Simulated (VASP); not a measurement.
# HoO3 (P4/mmm) in VASP: relaxation of cell and atoms with PBE

Aim: the relaxation of cell and atoms of HoO3 with PBE.

All numbers are computed with VASP 6.6.1; they aren't measurements. Logs are shortened: lines on timing, memory, paths and dates and some standing lists are left out, and cuts for length are marked.

## (1) The cell of the first run

It takes space group P4/mmm (No. 123, tetragonal). The conventional cell has a = 3.410 Å, b = 3.410 Å, c = 4.223 Å, α = 90.00°, β = 90.00°, γ = 90.00°. Ho (site symmetry 4/mmm) has 6 O at 2.11 to 2.41 Å within 2.8 Å. O (site symmetry 4/mmm) has 6 O at 2.11 to 2.41 Å within 2.8 Å. O (site symmetry 4/mmm) has 2 Ho at 2.11 Å and 4 O at 2.41 Å within 2.8 Å. O (site symmetry 4/mmm) has 2 O at 2.11 Å and 4 Ho at 2.41 Å within 2.8 Å.

The cell was generated, and may not be a known phase.

## (2) Relaxation of cell and atoms, PBE

INCAR

```
SYSTEM = HoO3
PREC = Accurate
ENCUT = 600
EDIFF = 1E-7
ISMEAR = 0
SIGMA = 0.1
LREAL = .False.
LASPH = .True.
NELM = 200
ALGO = Normal
ISIF = 3
LWAVE = .False.
LCHARG = .False.
GGA = PE
IBRION = 2
NSW = 100
EDIFFG = -0.01
GGA_COMPAT = .False.
NELMIN = 4
LMAXMIX = 6
```

KPOINTS

```
Automatic mesh
0
Gamma
  14 14 12
  0 0 0
```

POSCAR

```
HoO3
1.0
    3.4096256922      0.0000000000      0.0000000000
    0.0000000000      3.4096256922      0.0000000000
    0.0000000000      0.0000000000      4.2230392838
Ho O
1 3
Direct
    0.0000000000      0.0000000000      0.5000000000
    0.5000000000      0.5000000000      0.0000000000
    0.0000000000      0.0000000000      0.0000000000
    0.5000000000      0.5000000000      0.5000000000
```

Potentials or basis: VASP PAW PBE potentials, release 64 (Ho_3, O), 4f in core.

Started as:

```sh
> cat potpaw_PBE.64/Ho_3/POTCAR potpaw_PBE.64/O/POTCAR > POTCAR
> mpirun -np 1 vasp_std > vasp.out
```

OUTCAR:

```text
SYSTEM = HoO3
   PREC = Accurate
   ENCUT = 600
   EDIFF = 1E-7
   ISMEAR = 0
   LREAL = .False.
   LASPH = .True.
   NELM = 200
   ISIF = 3
   GGA = PE
   IBRION = 2
   NSW = 100
   EDIFFG = -0.01
   NELMIN = 4

 ion  position               nearest neighbor table
   1  0.000  0.000  0.500-   3 2.11   3 2.11   4 2.41   4 2.41   4 2.41   4 2.41
   2  0.500  0.500  0.000-
   3  0.000  0.000  0.000-   1 2.11   1 2.11
   4  0.500  0.500  0.500-   1 2.41   1 2.41   1 2.41   1 2.41

  LATTYP: Found a simple tetragonal cell.
 ALAT       =     3.4096256922
 C/A-ratio  =     1.2385638968

  Lattice vectors:

 A1 = (   3.4096256922,   0.0000000000,   0.0000000000)
 A2 = (   0.0000000000,   3.4096256922,   0.0000000000)
 A3 = (   0.0000000000,   0.0000000000,   4.2230392838)

Analysis of symmetry for initial positions (statically):
=====================================================================
 Subroutine PRICEL returns:
 Original cell was already a primitive cell.

 Routine SETGRP: Setting up the symmetry group for a
 simple tetragonal supercell.

 Subroutine GETGRP returns: Found 16 space group operations
 (whereof 16 operations were pure point group operations)
 out of a pool of 16 trial point group operations.

The static configuration has the point symmetry D_4h.

Analysis of symmetry for dynamics (positions and initial velocities):
=====================================================================
 Subroutine PRICEL returns:
 Original cell was already a primitive cell.

 Routine SETGRP: Setting up the symmetry group for a
 simple tetragonal supercell.

 Subroutine GETGRP returns: Found 16 space group operations
 (whereof 16 operations were pure point group operations)
 out of a pool of 16 trial point group operations.

The dynamic configuration has the point symmetry D_4h.

 Subroutine INISYM returns: Found 16 space group operations
 (whereof 16 operations are pure point group operations),
 and found     1 'primitive' translations

----------------------------------------------------------------------------------------

                                     Primitive cell

  volume of cell :      49.0951

  direct lattice vectors                    reciprocal lattice vectors
     3.409625692  0.000000000  0.000000000     0.293287325  0.000000000  0.000000000
     0.000000000  3.409625692  0.000000000     0.000000000  0.293287325  0.000000000
[... 99 lines left out ...]
   PSTRESS=    0.0 pullay stress
   NELECT =      27.0000    total number of electrons
   NUPDOWN=      -1.0000    fix difference up-down
   EMIN   =  10.00;   EMAX   =-10.00  energy-range for DOS
   EFERMI =   0.00;   METHOD = LEGACY
   ISMEAR =     0;   SIGMA  =   0.10  broadening in eV -4-tet -1-fermi 0-gaus
   EFERMI_NEDOS =   21; number of points for ismear=-14 and -15
   IALGO  =     38    algorithm
   IMIX   =      4    mixing-type and parameters
     AMIX     =   0.40;   BMIX     =  1.00
     AMIX_MAG =   1.60;   BMIX_MAG =  1.00
  volume/ion in A,a.u.               =      12.27        82.83
  Fermi-wavevector in a.u.,A,eV,Ry     =   1.341271  2.534635 24.476993  1.799008
  Thomas-Fermi vector in A             =   2.469518
   LORBIT       =      0    0 simple, 1 ext, 2 COOP (PROOUT), +10 PAW based schemes
   GGA     = PE    functional components
   LHFCALC =     F    Hartree Fock is set to
   AEXX    =    0.0000 exact exchange contribution
   IVDW    =     0    specifies the selected vdW correction
   LEPSILON=     F    determine dielectric tensor
   LRPA    =     F    only Hartree local field effects (RPA)
 conjugate gradient relaxation of ions
 non-spin polarized calculation
 Gauss-broadening in eV      SIGMA  =   0.10
  energy-cutoff  :      600.00
  volume of cell :       49.10
 maximum number of plane-waves:      1664
 NGX is ok and might be reduce to    28
   NGX = 13   NGY = 13   NGZ = 17

--------------------------------------- Ionic step        1  -------------------------------------------

 number of electron      26.9999992 magnetization

 Free energy of the ion-electron system (eV)
  ---------------------------------------------------
  ext. energy  EPLUGINS =         0.00000000
  ---------------------------------------------------
  free energy    TOTEN  =       -24.36220802 eV

  energy without entropy =      -24.34654345  energy(sigma->0) =      -24.35437573

------------------------ aborting loop because EDIFF is reached ----------------------------------------

  FORCE on cell =-STRESS in cart. coord.  units (eV):
  Direction    XX          YY          ZZ          XY          YZ          ZX
  --------------------------------------------------------------------------------------
  -------------------------------------------------------------------------------------
  Total       -1.3779177     -1.3779177      3.9337271      0.0000000     -0.0000000      0.0000000
  in kB      -44.9671460    -44.9671460    128.3737657      0.0000000     -0.0000000      0.0000000
  external PRESSURE =      12.8131579 kB  Pullay stress =       0.0000000 kB
[... 215 lines left out ...]
--------------------------------------- Ionic step        7  -------------------------------------------

 number of electron      27.0000006 magnetization

 Free energy of the ion-electron system (eV)
  ---------------------------------------------------
  ext. energy  EPLUGINS =         0.00000000
  ---------------------------------------------------
  free energy    TOTEN  =       -24.47477378 eV

  energy without entropy =      -24.46228095  energy(sigma->0) =      -24.46852737

 E-fermi :   2.7131     XC(G=0): -11.0315

 val. band max:        2.7117304093   @ k =   0.1429   0.0000   0.2500
 cond. band min:       2.7146058332   @ k =   0.3571   0.3571   0.5000
 fundamental gap:      0.0028754239
 Fermi energy:         2.7131499313

 k-point     1 :       0.0000    0.0000    0.0000
  band No.  band energies     occupation
      1     -20.2038      2.00000
      2     -20.1189      2.00000
      3     -20.1189      2.00000
      4     -16.3137      2.00000
      5     -14.8561      2.00000
      6     -12.6705      2.00000
[... 457 lines left out ...]
      4     -15.4206      2.00000
      5     -14.3997      2.00000
      6     -13.2709      2.00000
[... 9 lines left out ...]
     16       6.7560      0.00000
     17       7.6797      0.00000

 [... further k-points ...]

------------------------ aborting loop because EDIFF is reached ----------------------------------------

  FORCE on cell =-STRESS in cart. coord.  units (eV):
  Direction    XX          YY          ZZ          XY          YZ          ZX
  --------------------------------------------------------------------------------------
  -------------------------------------------------------------------------------------
  Total       -0.0282549     -0.0282549      0.0393424      0.0000000      0.0000000     -0.0000000
  in kB       -0.9378958     -0.9378958      1.3059368      0.0000000      0.0000000     -0.0000000
  external PRESSURE =      -0.1899516 kB  Pullay stress =       0.0000000 kB
[... 19 lines left out ...]
  FREE ENERGIE OF THE ION-ELECTRON SYSTEM (eV)
  ---------------------------------------------------
  free  energy   TOTEN  =       -24.4747737840 eV

  energy  without entropy=      -24.4622809482  energy(sigma->0) =      -24.46852737

 reached required accuracy - stopping structural energy minimisation
```

OSZICAR:

```text
N       E                     dE             d eps       ncg     rms          rms(c)
DAV:   1     0.241021404976E+03    0.24102E+03   -0.14090E+04  9670   0.175E+03
DAV:   2    -0.240002468890E+01   -0.24342E+03   -0.23923E+03 13161   0.473E+02
DAV:   3    -0.260092305159E+02   -0.23609E+02   -0.22750E+02 14305   0.129E+02
[... 79 lines left out ...]
DAV:   4    -0.244747748442E+02    0.97554E-05   -0.51595E-05 11603   0.448E-02    0.778E-03
DAV:   5    -0.244747742619E+02    0.58230E-06   -0.45772E-06 13671   0.221E-02    0.677E-03
DAV:   6    -0.244747740339E+02    0.22795E-06   -0.55751E-07  8827   0.701E-03    0.399E-03
DAV:   7    -0.244747738315E+02    0.20242E-06   -0.34655E-07  7448   0.451E-03    0.981E-04
DAV:   8    -0.244747737840E+02    0.47487E-07   -0.50462E-08  4429   0.310E-03
   7 F= -.24474774E+02 E0= -.24468527E+02  d E =-.157277E-01
```

It took 8.3 min on 1 thread of Intel Xeon 6975P-C (Granite Rapids), shared host; peak memory 0.39 GiB.

What came out:

```
Free energy                           : -24.4748 eV
Relaxed volume                        : 12.07 Å³/atom
Relaxed cell                          : a = 3.320 Å, b = 3.320 Å, c = 4.379 Å, α = 90.00°, β = 90.00°, γ = 90.00°
Space group after relaxing (to 0.1 Å) : P4/mmm (No. 123)
Energy gained by relaxing             : 28.1 meV/atom
Ionic steps                           : 7
Pressure after relaxing               : 0.0 GPa
Band gap on the k mesh                : zero (an odd number of electrons rules out a gap without spin polarisation)
```

Step by step:
| step | energy change (eV) | largest force (eV/Å) | pressure (GPa) | volume (Å³) |
| --- | --- | --- | --- | --- |
| 1 | 0.0000 | 0.0000 | 1.28 | 49.10 |
| 2 | -0.0931 | 0.0000 | -4.13 | 49.73 |
| 3 | -0.0964 | 0.0000 | -3.60 | 49.64 |
| 4 | -0.0968 | 0.0000 | -3.39 | 49.61 |
| 5 | -0.1118 | 0.0000 | 0.87 | 47.95 |
| 6 | -0.1126 | 0.0000 | 0.08 | 48.24 |
| 7 | -0.1126 | 0.0000 | -0.02 | 48.27 |

Final structure:
```yaml
crystal:
  lattice:
    - [3.32016, 0.00000, 0.00000]
    - [0.00000, 3.32016, 0.00000]
    - [0.00000, 0.00000, 4.37857]
  atoms:
    - { symbol: Ho, position: [0.00000, 0.00000, 0.50000] }
    - { symbol: O, position: [0.50000, 0.50000, 0.00000] }
    - { symbol: O, position: [0.00000, 0.00000, 0.00000] }
    - { symbol: O, position: [0.50000, 0.50000, 0.50000] }
```

Levels at points of the mesh, in eV from the Fermi level:
| k point | band 9 | band 10 | band 11 | band 12 | band 13 | band 14 | band 15 | band 16 | band 17 |
| --- | --- | --- | --- | --- | --- | --- | --- | --- | --- |
| (0.00, 0.00, 0.00) | -3.51 | -2.42 | -2.42 | -1.46 | 0.50 | 0.50 | 0.90 | 1.11 | 4.42 |
| (0.50, 0.00, 0.00) | -4.61 | -1.92 | -1.64 | -1.56 | -1.48 | -1.33 | 1.00 | 4.78 | 5.33 |
| (0.50, 0.50, 0.00) | -4.77 | -2.78 | -2.78 | -1.44 | 0.98 | 0.98 | 1.08 | 3.03 | 3.03 |
| (0.00, 0.00, 0.50) | -3.39 | -2.85 | -2.85 | -2.50 | -1.45 | 0.35 | 0.35 | 1.02 | 4.79 |
| (0.50, 0.00, 0.50) | -4.05 | -3.28 | -2.02 | -1.89 | -1.85 | -1.81 | -1.58 | 5.34 | 6.13 |
| (0.50, 0.50, 0.50) | -3.91 | -3.14 | -3.14 | -2.33 | -1.73 | 0.84 | 0.84 | 5.11 | 5.11 |

Caveat: spin-orbit coupling is left out, which moves the levels of the heavy elements; the 4f electrons are frozen in the core, so they carry no moment and show no levels; an odd number of electrons without spin polarisation forces a metal; a magnetic or distorted state may lie lower; the run has no spin polarisation, though such a crystal can be magnetic.
